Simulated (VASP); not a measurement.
# SnO2 (P4_2/mnm) in VASP: a series of runs

SnO2 is run at these levels: r2SCAN; tasks: relaxation of cell and atoms.

All numbers are computed with VASP 6.6.1; they aren't measurements. Logs are shortened: lines on timing, memory, paths and dates and some standing lists are left out, and cuts for length are marked.

**1. The cell of the first run**

The structure is tetragonal, space group P4_2/mnm (No. 136). Conventional cell: a = 4.669 Å, b = 4.669 Å, c = 3.153 Å, α = 90.00°, β = 90.00°, γ = 90.00°. Sn (site symmetry mmm) has 6 O at 2.02 to 2.03 Å within 2.7 Å. O (site symmetry m2m) has 3 Sn at 2.02 to 2.03 Å and 1 O at 2.57 Å within 2.7 Å.

**2. Relaxation of cell and atoms, r2SCAN, target pressure 12 GPa, at which the enthalpy is minimised**

File POSCAR:

```
SnO2
1.0
    4.6691584011      0.0000000000      0.0000000000
    0.0000000000      4.6691584011      0.0000000000
    0.0000000000      0.0000000000      3.1526815407
Sn O
2 4
Direct
    0.5000000000      0.5000000000      0.5000000000
    0.0000000000      0.0000000000      0.0000000000
    0.1944616829      0.8055383171      0.5000000000
    0.8055383171      0.1944616829      0.5000000000
    0.3055383171      0.3055383171      0.0000000000
    0.6944616829      0.6944616829      0.0000000000
```

File INCAR.step1:

```
PREC = Accurate
ENCUT = 600
ISMEAR = 0
SIGMA = 0.02
LREAL = F
LASPH = T
NELM = 60
GGA = PE
ALGO = Normal
EDIFF = 1E-4
LWAVE = T
LCHARG = F
```

File INCAR.step2:

```
PREC = Accurate
ENCUT = 600
EDIFF = 1E-6
ISMEAR = 0
SIGMA = 0.02
LREAL = F
LASPH = T
NELM = 60
ALGO = Normal
ISIF = 3
LWAVE = F
LCHARG = F
METAGGA = R2SCAN
LMIXTAU = T
IBRION = 2
NSW = 70
EDIFFG = -0.008
PSTRESS = 120.0
ISTART = 1
```

File KPOINTS:

```
regular mesh
0
Gamma
  6 6 8
```

Potentials or basis: VASP PAW PBE potentials, release 64 (Sn_d, O).

Started as:

```bash
cat potpaw_PBE.64/Sn_d/POTCAR potpaw_PBE.64/O/POTCAR > POTCAR
cp INCAR.step1 INCAR
mpirun -np 1 vasp_std > vasp.out
cp INCAR.step2 INCAR
mpirun -np 1 vasp_std > vasp.out
```

OUTCAR:

```text
PREC = Accurate
   ENCUT = 600
   EDIFF = 1E-6
   ISMEAR = 0
   LREAL = F
   LASPH = T
   NELM = 60
   ISIF = 3
   METAGGA = R2SCAN
   IBRION = 2
   NSW = 70
   EDIFFG = -0.008
   PSTRESS = 120.0
   ISTART = 1

 ion  position               nearest neighbor table
   1  0.500  0.500  0.500-   3 2.02   4 2.02   5 2.03   6 2.03   5 2.03   6 2.03   2 3.66   2 3.66
                             2 3.66   2 3.66   2 3.66   2 3.66   2 3.66   2 3.66
   2  0.000  0.000  0.000-   5 2.02   6 2.02   3 2.03   4 2.03   3 2.03   4 2.03   1 3.66   1 3.66
                             1 3.66   1 3.66   1 3.66   1 3.66   1 3.66   1 3.66
   3  0.194  0.806  0.500-   1 2.02   2 2.03   2 2.03
   4  0.806  0.194  0.500-   1 2.02   2 2.03   2 2.03
   5  0.306  0.306  0.000-   2 2.02   1 2.03   1 2.03
   6  0.694  0.694  0.000-   2 2.02   1 2.03   1 2.03

  LATTYP: Found a simple tetragonal cell.
 ALAT       =     4.6691584011
 C/A-ratio  =     0.6752140900

  Lattice vectors:

 A1 = (   4.6691584011,   0.0000000000,   0.0000000000)
 A2 = (   0.0000000000,   4.6691584011,   0.0000000000)
 A3 = (   0.0000000000,   0.0000000000,   3.1526815407)

Analysis of symmetry for initial positions (statically):
=====================================================================
 Subroutine PRICEL returns:
 Original cell was already a primitive cell.

 Routine SETGRP: Setting up the symmetry group for a
 simple tetragonal supercell.

 Subroutine GETGRP returns: Found 16 space group operations
 (whereof  8 operations were pure point group operations)
 out of a pool of 16 trial point group operations.

The static configuration has the point symmetry D_2h.
 The point group associated with its full space group is D_4h.

Analysis of symmetry for dynamics (positions and initial velocities):
=====================================================================
 Subroutine PRICEL returns:
 Original cell was already a primitive cell.

 Routine SETGRP: Setting up the symmetry group for a
 simple tetragonal supercell.

 Subroutine GETGRP returns: Found 16 space group operations
 (whereof  8 operations were pure point group operations)
 out of a pool of 16 trial point group operations.

The dynamic configuration has the point symmetry D_2h.
 The point group associated with its full space group is D_4h.

 Subroutine INISYM returns: Found 16 space group operations
 (whereof  8 operations are pure point group operations),
 and found     1 'primitive' translations

[... 104 lines left out ...]
   EDIFFG = -.8E-02   stopping-criterion for IOM
   NSW    =     70    number of steps for IOM
   IBRION =      2    ionic relax: 0-MD 1-quasi-New 2-CG
   NFREE  =      1    steps in history (QN), initial steepest desc. (CG)
   ISIF   =      3    stress and relaxation
   ISYM   =      2    0-nonsym 1-usesym 2-fastsym
   POTIM  = 0.5000    time-step for ionic-motion
   TEBEG  =    0.0;   TEEND  =   0.0 temperature during run
   PSTRESS=  120.0 pullay stress
   NELECT =      52.0000    total number of electrons
   NUPDOWN=      -1.0000    fix difference up-down
   EMIN   =  10.00;   EMAX   =-10.00  energy-range for DOS
   EFERMI =   0.00;   METHOD = LEGACY
   ISMEAR =     0;   SIGMA  =   0.02  broadening in eV -4-tet -1-fermi 0-gaus
   EFERMI_NEDOS =   21; number of points for ismear=-14 and -15
   IALGO  =     38    algorithm
   IMIX   =      4    mixing-type and parameters
     AMIX     =   0.40;   BMIX     =  1.00
     AMIX_MAG =   1.60;   BMIX_MAG =  1.00
  volume/ion in A,a.u.               =      11.46        77.30
  Fermi-wavevector in a.u.,A,eV,Ry     =   1.491730  2.818961 30.276471  2.225258
  Thomas-Fermi vector in A             =   2.604348
   LORBIT       =      0    0 simple, 1 ext, 2 COOP (PROOUT), +10 PAW based schemes
   METAGGA = R2SCAN    functional components
   LHFCALC =     F    Hartree Fock is set to
   AEXX    =    0.0000 exact exchange contribution
   IVDW    =     0    specifies the selected vdW correction
   LEPSILON=     F    determine dielectric tensor
   LRPA    =     F    only Hartree local field effects (RPA)
 conjugate gradient relaxation of ions
 non-spin polarized calculation
 Gauss-broadening in eV      SIGMA  =   0.02
  energy-cutoff  :      600.00
  volume of cell :       68.73
 maximum number of plane-waves:      2324
 NGX is ok and might be reduce to    40
   NGX = 19   NGY = 19   NGZ = 13

--------------------------------------- Ionic step        1  -------------------------------------------

 number of electron      51.9999979 magnetization

 Free energy of the ion-electron system (eV)
  ---------------------------------------------------
  ext. energy  EPLUGINS =         0.00000000
  ---------------------------------------------------
  free energy    TOTEN  =       -84.46652783 eV

  energy without entropy =      -84.46652783  energy(sigma->0) =      -84.46652783

------------------------ aborting loop because EDIFF is reached ----------------------------------------

  FORCE on cell =-STRESS in cart. coord.  units (eV):
  Direction    XX          YY          ZZ          XY          YZ          ZX
  --------------------------------------------------------------------------------------
  -------------------------------------------------------------------------------------
  Total        5.6426666      5.6426666      6.8364494      0.0000000      0.0000000      0.0000000
  in kB      131.5338873    131.5338873    159.3616683      0.0000000      0.0000000      0.0000000
  external PRESSURE =      20.8098143 kB  Pullay stress =     120.0000000 kB
[... 281 lines left out ...]
--------------------------------------- Ionic step        8  -------------------------------------------

 number of electron      51.9999979 magnetization

 Free energy of the ion-electron system (eV)
  ---------------------------------------------------
  ext. energy  EPLUGINS =         0.00000000
  ---------------------------------------------------
  free energy    TOTEN  =       -84.50450011 eV

  energy without entropy =      -84.50450011  energy(sigma->0) =      -84.50450011

 E-fermi :   6.2689     XC(G=0): -12.2487

 val. band max:        6.1203706925   @ k =   0.0000   0.0000   0.0000
 cond. band min:       8.4601248058   @ k =   0.0000   0.0000   0.0000
 fundamental gap:      2.3397541133
 Fermi energy:         6.2689436771

 k-point     1 :       0.0000    0.0000    0.0000
  band No.  band energies     occupation
      1     -15.7119      2.00000
      2     -14.6807      2.00000
      3     -14.3146      2.00000
      4     -14.2788      2.00000
      5     -14.2788      2.00000
      6     -14.2530      2.00000
[... 805 lines left out ...]
     30      15.9551      0.00000
     31      17.0115      0.00000

 [... further k-points ...]
[... 5 lines left out ...]
  --------------------------------------------------------------------------------------
  -------------------------------------------------------------------------------------
  Total        5.1731684      5.1731684      5.1904988      0.0000000      0.0000000      0.0000000
  in kB      119.8557841    119.8557841    120.2573088      0.0000000      0.0000000      0.0000000
  external PRESSURE =      -0.0103743 kB  Pullay stress =     120.0000000 kB
[... 25 lines left out ...]
  energy  without entropy=      -84.5045001051  energy(sigma->0) =      -84.50450011

  enthalpy is  TOTEN    =       -79.3251071217 eV   P V=        5.1793929834

 reached required accuracy - stopping structural energy minimisation
```

OUTCAR.step1:

```text
PREC = Accurate
   ENCUT = 600
   ISMEAR = 0
   LREAL = F
[... 1058 lines left out ...]
      0.90797      3.76119      1.57634         0.108501     -0.108501     -0.000000
      3.76119      0.90797      1.57634        -0.108501      0.108501      0.000000
      1.42661      1.42661      0.00000        -0.108501     -0.108501     -0.000000
      3.24255      3.24255      0.00000         0.108501      0.108501      0.000000
 -----------------------------------------------------------------------------------
    total drift:                                0.000000      0.000000     -0.000000

  FREE ENERGIE OF THE ION-ELECTRON SYSTEM (eV)
  ---------------------------------------------------
  free  energy   TOTEN  =       -36.8919264505 eV

  energy  without entropy=      -36.8919264505  energy(sigma->0) =      -36.89192645
```

Wall time 41 min (1 thread of Oxide Virtual Turin-like, shared host); peak memory 0.27 GiB.

What came out:

| Item | Value |
| --- | --- |
| Free energy | -84.5045 eV |
| Relaxed volume | 11.53 Å³/atom |
| Relaxed cell | a = 4.667 Å, b = 4.667 Å, c = 3.175 Å, α = 90.00°, β = 90.00°, γ = 90.00° |
| Space group after relaxing (to 0.1 Å) | P4_2/mnm (No. 136) |
| Energy change on relaxing (the run minimises the enthalpy) | -6.3 meV/atom |
| Ionic steps | 8 |
| Pressure after relaxing | 12.0 GPa |
| Band gap on the k mesh | 2.34 eV |

Forces on the atoms (eV/Å):
```
Sn   0.000  0.000  0.000
Sn   0.000  0.000  0.000
O   -0.002  0.002  0.000
O    0.002 -0.002  0.000
O    0.002  0.002  0.000
O   -0.002 -0.002  0.000
```

Step by step:
```
step  energy change (eV)  largest force (eV/Å)  pressure (GPa)  volume (Å³)
   1              0.0000                0.1390           14.08        68.73
   2             -0.1019                0.1714            7.79        70.22
   3             -0.0478                0.0146           11.61        69.29
   4             -0.0469                0.0159           11.67        69.28
   5             -0.0365                0.0262           12.06        69.13
   6             -0.0368                0.0258           12.05        69.14
   7             -0.0371                0.0250           12.04        69.14
   8             -0.0380                0.0022           12.00        69.15
```

Final structure:
```yaml
crystal:
  lattice:
    - [4.66691, 0.00000, 0.00000]
    - [0.00000, 4.66691, 0.00000]
    - [0.00000, 0.00000, 3.17504]
  atoms:
    - { symbol: Sn, position: [0.50000, 0.50000, 0.50000] }
    - { symbol: Sn, position: [0.00000, 0.00000, 0.00000] }
    - { symbol: O, position: [0.19483, 0.80517, 0.50000] }
    - { symbol: O, position: [0.80517, 0.19483, 0.50000] }
    - { symbol: O, position: [0.30517, 0.30517, 0.00000] }
    - { symbol: O, position: [0.69483, 0.69483, 0.00000] }
```

Caveat: the cell is relaxed towards a set pressure, so the run minimises the enthalpy, not the energy; the PAW data sets were made with another functional, which shifts forces and pressure a little; spin-orbit coupling is left out, which moves the levels of the heavy elements.

[end of part 1 of 2]
